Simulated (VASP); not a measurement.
A run of VASP 6.6.1:

The input INCAR:

```
PREC = Accurate ; ENCUT = 520
EDIFF = 1E-7 ; ISMEAR = 0
SIGMA = 0.15 ; LREAL = F
LASPH = T ; NELM = 150
ALGO = Fast ; ISIF = 2
LWAVE = F ; LCHARG = F
ISPIN = 2 ; MAGMOM = 1.79 1.79
LORBIT = 11 ; LMAXMIX = 4
GGA = PS ; NBANDS = 20
```

File KPOINTS:

```
Automatic mesh
0
Gamma
  21 21 12
```

File POSCAR:

```
Co
1.0
    2.3737000000      0.0000000000      0.0000000000
   -1.1868500000      2.0556845010      0.0000000000
    0.0000000000      0.0000000000      3.8351000000
Co
2
Direct
    0.3333333333      0.6666666667      0.2500000000
    0.6666666667      0.3333333333      0.7500000000
```

Potentials or basis: VASP PAW PBE potentials, release 64 (Co).

Launch:

```sh
$ cat potpaw_PBE.64/Co/POTCAR > POTCAR
$ mpirun -np 1 vasp_std > vasp.out
```

Hardware: 1 thread of Intel(R) Xeon(R) 6975P-C (Granite Rapids) (shared host).

Task: How long does it take, and how much memory?

Result: It took 2.1 min on 1 thread of Intel(R) Xeon(R) 6975P-C (Granite Rapids), with other jobs on the host, peak memory 0.28 GiB. Counts: scf iterations 16, k points 336.
